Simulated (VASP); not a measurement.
# TiCo (Pm-3m) in VASP: further runs

Runs on TiCo. Level: PBE. Tasks: single point.

Everything below comes from runs of VASP 6.6.1. Logs are shortened: lines on timing, memory, paths and dates and some standing lists are left out, and cuts for length are marked.

### 1 The cell of the first run

The structure is cubic, space group Pm-3m (No. 221). Conventional cell: a = 2.986 Å, b = 2.986 Å, c = 2.986 Å, α = 90.00°, β = 90.00°, γ = 90.00°. Within 3.4 Å of Ti (site symmetry m-3m) lie 8 Co at 2.59 Å and 6 Ti at 2.99 Å. Co (site symmetry m-3m) has 8 Ti at 2.59 Å and 6 Co at 2.99 Å within 3.4 Å.

### 2 Single point, PBE, collinear spin, ferromagnetic start

The input, INCAR:

```
SYSTEM = TiCo
ALGO = Normal ; EDIFF = 1E-7
ENCUT = 520 ; GGA = PE
ISIF = 2 ; ISMEAR = -1
ISPIN = 2 ; LASPH = .TRUE.
LCHARG = .FALSE. ; LMAXMIX = 4
LORBIT = 11 ; LREAL = .FALSE.
LWAVE = .FALSE. ; MAGMOM = 1 2
NBANDS = 22 ; NELM = 150
PREC = Accurate ; SIGMA = 0.03
```

The input, KPOINTS:

```
k-points
0
G
  13 13 13
  0 0 0
```

The input, POSCAR:

```
TiCo
1.0
    2.9861109900      0.0000000000      0.0000000000
    0.0000000000      2.9861109900      0.0000000000
    0.0000000000      0.0000000000      2.9861109900
Ti Co
1 1
Direct
    0.0000000000      0.0000000000      0.0000000000
    0.5000000000      0.5000000000      0.5000000000
```

Potentials or basis: VASP PAW PBE potentials, release 64 (Ti_sv, Co).

Started as:

```
$ cat potpaw_PBE.64/Ti_sv/POTCAR potpaw_PBE.64/Co/POTCAR > POTCAR
$ mpirun -np 1 vasp_std > vasp.out
```

OUTCAR:

```text
SYSTEM = TiCo
   EDIFF = 1E-7
   ENCUT = 520
   GGA = PE
   ISIF = 2
   ISMEAR = -1
   ISPIN = 2
   LASPH = .TRUE.
   LORBIT = 11
   LREAL = .FALSE.
   NELM = 150
   PREC = Accurate

 ion  position               nearest neighbor table
   1  0.000  0.000  0.000-   2 2.59   2 2.59   2 2.59   2 2.59   2 2.59   2 2.59   2 2.59   2 2.59

   2  0.500  0.500  0.500-   1 2.59   1 2.59   1 2.59   1 2.59   1 2.59   1 2.59   1 2.59   1 2.59

  LATTYP: Found a simple cubic cell.
 ALAT       =     2.9861109900

  Lattice vectors:

 A1 = (   2.9861109900,   0.0000000000,   0.0000000000)
 A2 = (   0.0000000000,   2.9861109900,   0.0000000000)
 A3 = (   0.0000000000,   0.0000000000,   2.9861109900)

Analysis of symmetry for initial positions (statically):
=====================================================================
 Subroutine PRICEL returns:
 Original cell was already a primitive cell.

 Routine SETGRP: Setting up the symmetry group for a
 simple cubic supercell.

 Subroutine GETGRP returns: Found 48 space group operations
 (whereof 48 operations were pure point group operations)
 out of a pool of 48 trial point group operations.

The static configuration has the point symmetry O_h .

Analysis of symmetry for dynamics (positions and initial velocities):
=====================================================================
 Subroutine PRICEL returns:
 Original cell was already a primitive cell.

 Routine SETGRP: Setting up the symmetry group for a
 simple cubic supercell.

 Subroutine GETGRP returns: Found 48 space group operations
 (whereof 48 operations were pure point group operations)
 out of a pool of 48 trial point group operations.

The dynamic configuration has the point symmetry O_h .

Analysis of structural, dynamic, and magnetic symmetry:
=====================================================================
 Subroutine PRICEL returns:
 Original cell was already a primitive cell.

 Routine SETGRP: Setting up the symmetry group for a
 simple cubic supercell.

 Subroutine GETGRP returns: Found 48 space group operations
 (whereof 48 operations were pure point group operations)
 out of a pool of 48 trial point group operations.

The overall configuration has the point symmetry O_h .

 Subroutine INISYM returns: Found 48 space group operations
 (whereof 48 operations are pure point group operations),
 and found     1 'primitive' translations

----------------------------------------------------------------------------------------

                                     Primitive cell

  volume of cell :      26.6267

  direct lattice vectors                    reciprocal lattice vectors
     2.986110990  0.000000000  0.000000000     0.334883735  0.000000000  0.000000000
     0.000000000  2.986110990  0.000000000     0.000000000  0.334883735  0.000000000
     0.000000000  0.000000000  2.986110990     0.000000000  0.000000000  0.334883735

  length of vectors
     2.986110990  2.986110990  2.986110990     0.334883735  0.334883735  0.334883735

  position of ions in fractional coordinates (direct lattice)
     0.000000000  0.000000000  0.000000000
     0.500000000  0.500000000  0.500000000

  ion indices of the primitive-cell ions
   primitive index   ion index
                 1           1
                 2           2

----------------------------------------------------------------------------------------

 KPOINTS: k-points

Automatic generation of k-mesh.
 Grid dimensions read from file:
 generate k-points for:   13   13   13

 Generating k-lattice:

  Cartesian coordinates                     Fractional coordinates (reciprocal lattice)
     0.025760287  0.000000000  0.000000000     0.076923077  0.000000000  0.000000000
     0.000000000  0.025760287  0.000000000     0.000000000  0.076923077  0.000000000
     0.000000000  0.000000000  0.025760287     0.000000000  0.000000000  0.076923077

  Length of vectors
     0.025760287  0.025760287  0.025760287

  Shift w.r.t. Gamma in fractional coordinates (k-lattice)
     0.000000000  0.000000000  0.000000000

 Subroutine IBZKPT returns following result:
 ===========================================

 Found     84 irreducible k-points:

 Following reciprocal coordinates:
            Coordinates               Weight
  0.000000  0.000000  0.000000      1.000000
  0.076923  0.000000  0.000000      6.000000
  0.153846  0.000000  0.000000      6.000000
  0.230769  0.000000  0.000000      6.000000
  0.307692  0.000000  0.000000      6.000000
  0.384615  0.000000  0.000000      6.000000
[... 16 lines left out ...]
  0.307692  0.307692  0.000000     12.000000
  0.384615  0.307692  0.000000     24.000000
 [... further k-points ...]
   k-points           NKPTS =     84   k-points in BZ     NKDIM =     84   number of bands    NBANDS=     22
   number of dos      NEDOS =    301   number of ions     NIONS =      2
   total plane-waves  NPLWV =  13824
   dimension x,y,z NGX =    24 NGY =   24 NGZ =   24
   dimension x,y,z NGXF=    48 NGYF=   48 NGZF=   48
   ions per type =               1   1
   NGX,Y,Z   is equivalent  to a cutoff of  13.36, 13.36, 13.36 a.u.
   NGXF,Y,Z  is equivalent  to a cutoff of  26.72, 26.72, 26.72 a.u.
 SYSTEM =  TiCo
   PREC   = accura    normal or accurate (medium, high low for compatibility)
   ISTART =      0    job   : 0-new  1-cont  2-samecut
   ICHARG =      2    charge: 1-file 2-atom 10-const
   ISPIN  =      2    spin polarized calculation?
   LNONCOLLINEAR =      F non collinear calculations
   LSORBIT =      F    spin-orbit coupling
   LASPH  =      T    aspherical Exc in radial PAW
   ENCUT  =  520.0 eV  38.22 Ry    6.18 a.u.   5.55  5.55  5.55*2*pi/ulx,y,z
   NELM   =    150;   NELMIN=  2; NELMDL= -5     # of ELM steps
   EDIFF  = 0.1E-06   stopping-criterion for ELM
   LREAL  =      F    real-space projection
   EDIFFG = 0.1E-05   stopping-criterion for IOM
   NSW    =      0    number of steps for IOM
   IBRION =     -1    ionic relax: 0-MD 1-quasi-New 2-CG
   NFREE  =      0    steps in history (QN), initial steepest desc. (CG)
   ISIF   =      2    stress and relaxation
   ISYM   =      2    0-nonsym 1-usesym 2-fastsym
   POTIM  = 0.5000    time-step for ionic-motion
   TEBEG  =    0.0;   TEEND  =   0.0 temperature during run
   PSTRESS=    0.0 pullay stress
   NELECT =      21.0000    total number of electrons
   NUPDOWN=      -1.0000    fix difference up-down
   EMIN   =  10.00;   EMAX   =-10.00  energy-range for DOS
   EFERMI =   0.00;   METHOD = LEGACY
   ISMEAR =    -1;   SIGMA  =   0.03  broadening in eV -4-tet -1-fermi 0-gaus
   EFERMI_NEDOS =   21; number of points for ismear=-14 and -15
   IALGO  =     38    algorithm
   IMIX   =      4    mixing-type and parameters
     AMIX     =   0.40;   BMIX     =  1.00
     AMIX_MAG =   1.60;   BMIX_MAG =  1.00
  volume/ion in A,a.u.               =      13.31        89.84
  Fermi-wavevector in a.u.,A,eV,Ry     =   1.512546  2.858298 31.127355  2.287796
  Thomas-Fermi vector in A             =   2.622456
   LORBIT       =     11    0 simple, 1 ext, 2 COOP (PROOUT), +10 PAW based schemes
   GGA     = PE    functional components
   LHFCALC =     F    Hartree Fock is set to
   AEXX    =    0.0000 exact exchange contribution
   IVDW    =     0    specifies the selected vdW correction
   LEPSILON=     F    determine dielectric tensor
   LRPA    =     F    only Hartree local field effects (RPA)
 spin polarized calculation
  energy-cutoff  :      520.00
  volume of cell :       26.63
 maximum number of plane-waves:       739
 NGX is ok and might be reduce to    24
   NGX = 11   NGY = 11   NGZ = 11

 number of electron      20.9999983 magnetization       0.8789531

 Free energy of the ion-electron system (eV)
  ---------------------------------------------------
  ext. energy  EPLUGINS =         0.00000000
  ---------------------------------------------------
  free energy    TOTEN  =       -15.67993481 eV

  energy without entropy =      -15.67576843  energy(sigma->0) =      -15.67785162

 E-fermi :   9.9211     XC(G=0): -12.5755

 val. band max:        9.9131142614   @ k =   0.4615   0.4615   0.0769
 cond. band min:       9.9368131436   @ k =   0.4615   0.1538   0.0769
 fundamental gap:      0.0236988823
 Fermi energy:         9.9211030535

 spin component 1

 k-point     1 :       0.0000    0.0000    0.0000
  band No.  band energies     occupation
      1     -47.2271      1.00000
      2     -23.3191      1.00000
      3     -23.3191      1.00000
      4     -23.3191      1.00000
      5       2.2417      1.00000
      6       5.7404      1.00000
[... 14 lines left out ...]
     21      29.2396      0.00000
     22      30.8716      0.00000
[... 552 lines left out ...]
  band No.  band energies     occupation
      1     -47.1799      1.00000
      2     -23.5506      1.00000
      3     -23.4876      1.00000
      4     -23.2815      1.00000
      5       5.3537      1.00000
      6       6.2045      1.00000
[... 14 lines left out ...]
     21      26.9857      0.00000
     22      29.5717      0.00000

 [... further k-points ...]

 spin component 2

 k-point     1 :       0.0000    0.0000    0.0000
  band No.  band energies     occupation
      1     -47.2392      1.00000
      2     -23.3322      1.00000
      3     -23.3322      1.00000
      4     -23.3322      1.00000
      5       2.2356      1.00000
      6       6.4260      1.00000
[... 14 lines left out ...]
     21      29.4109      0.00000
     22      30.7565      0.00000
[... 552 lines left out ...]
  band No.  band energies     occupation
      1     -47.1916      1.00000
      2     -23.5661      1.00000
      3     -23.5025      1.00000
      4     -23.2944      1.00000
      5       5.5580      1.00000
      6       6.5929      1.00000
[... 14 lines left out ...]
     21      26.8929      0.00000
     22      29.6351      0.00000

 [... further k-points ...]

------------------------ aborting loop because EDIFF is reached ----------------------------------------

  FORCE on cell =-STRESS in cart. coord.  units (eV):
  Direction    XX          YY          ZZ          XY          YZ          ZX
  --------------------------------------------------------------------------------------
  -------------------------------------------------------------------------------------
  Total       -0.0904047     -0.0904047     -0.0904047     -0.0000000     -0.0000000      0.0000000
  in kB       -5.4398116     -5.4398116     -5.4398116     -0.0000000     -0.0000000      0.0000000
  external PRESSURE =      -5.4398116 kB  Pullay stress =       0.0000000 kB

 VOLUME and BASIS-vectors are now :
 -----------------------------------------------------------------------------
  energy-cutoff  :      520.00
  volume of cell :       26.63
      direct lattice vectors                 reciprocal lattice vectors
     2.986110990  0.000000000  0.000000000     0.334883735  0.000000000  0.000000000
     0.000000000  2.986110990  0.000000000     0.000000000  0.334883735  0.000000000
     0.000000000  0.000000000  2.986110990     0.000000000  0.000000000  0.334883735

 POSITION                                       TOTAL-FORCE (eV/Angst)
 -----------------------------------------------------------------------------------
      0.00000      0.00000      0.00000         0.000000      0.000000      0.000000
      1.49306      1.49306      1.49306         0.000000      0.000000      0.000000
 -----------------------------------------------------------------------------------
    total drift:                                0.000000      0.000000     -0.000000

  FREE ENERGIE OF THE ION-ELECTRON SYSTEM (eV)
  ---------------------------------------------------
  free  energy   TOTEN  =       -15.6799348059 eV

  energy  without entropy=      -15.6757684322  energy(sigma->0) =      -15.67785162

 total charge

# of ion       s       p       d       tot
------------------------------------------
    1        2.247   6.181   1.856  10.285
    2        0.526   0.461   7.299   8.287
--------------------------------------------------
tot          2.774   6.642   9.156  18.571

 magnetization (x)

# of ion       s       p       d       tot
------------------------------------------
    1       -0.002  -0.013  -0.017  -0.032
    2        0.029  -0.005   0.935   0.959
--------------------------------------------------
tot          0.027  -0.018   0.919   0.928
```

Run time: 2.1 min. Hardware: 1 thread of AMD EPYC 7R13 (Zen 3), shared host; peak memory 0.17 GiB.

Results:

| Property | Result |
| --- | --- |
| Free energy | -15.6799 eV |
| Pressure | -0.5 GPa |
| Net moment | 0.88 μB per cell |
| Site moments | Ti -0.03; Co +0.96 μB |
| Valence electrons inside the program's atomic spheres | Ti 10.29; Co 8.29 |

Levels at points of the mesh, in eV from the Fermi level:
Spin up:
| k point | band 7 | band 8 | band 9 | band 10 | band 11 | band 12 | band 13 | band 14 | band 15 | band 16 |
| --- | --- | --- | --- | --- | --- | --- | --- | --- | --- | --- |
| (0.00, 0.00, 0.00) | -4.18 | -1.88 | -1.88 | -1.88 | 0.47 | 0.47 | 2.67 | 2.67 | 2.67 | 8.93 |
Spin down:
```tsv
k point	band 7	band 8	band 9	band 10	band 11	band 12	band 13	band 14
(0.00, 0.00, 0.00)	-3.50	-1.32	-1.32	-1.32	1.04	1.04	2.76	2.76
```

### 3 Single point, PBE, collinear spin, ferromagnetic start

The input, INCAR:

```
ALGO = Normal ; EDIFF = 1E-6
ENCUT = 520 ; GGA = PE
ISIF = 2 ; ISMEAR = -1
ISPIN = 2 ; LASPH = True
LCHARG = False ; LMAXMIX = 4
LORBIT = 11 ; LREAL = False
LWAVE = False ; MAGMOM = 1 2
NBANDS = 22 ; NELM = 150
PREC = Accurate ; SIGMA = 0.03
```

The input, KPOINTS:

```
k-points
0
Gamma
  13 13 13
```

POSCAR is that of step 2.

Potentials or basis: VASP PAW PBE potentials, release 64 (Ti_sv, Co).

Started as:

```
$ cat potpaw_PBE.64/Ti_sv/POTCAR potpaw_PBE.64/Co/POTCAR > POTCAR
$ mpirun -np 1 vasp_std > vasp.out
```

It took 96 s on 1 thread of AMD EPYC 7R13 (Zen 3), shared host; peak memory 0.17 GiB.

Results (log left out):

```yaml
Free_energy: -15.6799 eV
Pressure: -0.5 GPa
Net_moment: 0.88 μB per cell
Site_moments: Ti -0.03; Co +0.96 μB
Valence_electrons_inside_the_program's_atomic_spheres: Ti 10.28; Co 8.29
```

Levels at points of the mesh, in eV from the Fermi level:
Spin up:
```tsv
k point	band 9	band 10	band 11	band 12	band 13	band 14
(0.00, 0.00, 0.00)	-1.88	-1.88	0.47	0.47	2.67	2.67
```
Spin down:
| k point | band 8 | band 9 | band 10 | band 11 | band 12 | band 13 |
| --- | --- | --- | --- | --- | --- | --- |
| (0.00, 0.00, 0.00) | -1.32 | -1.32 | -1.32 | 1.04 | 1.04 | 2.76 |

### 4 Single point, PBE, collinear spin, ferrimagnetic start

The input, INCAR:

```
ALGO = Normal
EDIFF = 1E-7
ENCUT = 520
GGA = PE
ISIF = 2
ISMEAR = -1
ISPIN = 2
LASPH = True
LCHARG = True
LELF = True
LMAXMIX = 4
LORBIT = 11
LREAL = False
LVHAR = True
LWAVE = False
MAGMOM = 1 -2
NBANDS = 22
NELM = 150
PREC = Accurate
SIGMA = 0.03
```

KPOINTS is that of step 3.

POSCAR is that of step 3.

Started as:

```
$ cat potpaw_PBE.64/Ti_sv/POTCAR potpaw_PBE.64/Co/POTCAR > POTCAR
$ mpirun -np 1 vasp_std > vasp.out
```

It took 2 min on 1 thread of AMD EPYC 7R13 (Zen 3), shared host; peak memory 0.17 GiB.

It converged, with:

```
Free energy                                           : -15.6799 eV
Pressure                                              : -0.6 GPa
Net moment                                            : -0.88 μB per cell
Site moments                                          : Ti +0.03; Co -0.96 μB
Valence electrons inside the program's atomic spheres : Ti 10.29; Co 8.29
```

Levels at points of the mesh, in eV from the Fermi level:
Spin up:
```csv
k point,band 6,band 7,band 8,band 9,band 10,band 11,band 12,band 13,band 14,band 15
"(0.00, 0.00, 0.00)",-3.50,-3.50,-1.32,-1.32,-1.32,1.04,1.04,2.76,2.76,2.76
```
Spin down:
```csv
k point,band 9,band 10,band 11,band 12,band 13,band 14
"(0.00, 0.00, 0.00)",-1.88,-1.88,0.47,0.47,2.67,2.67
```
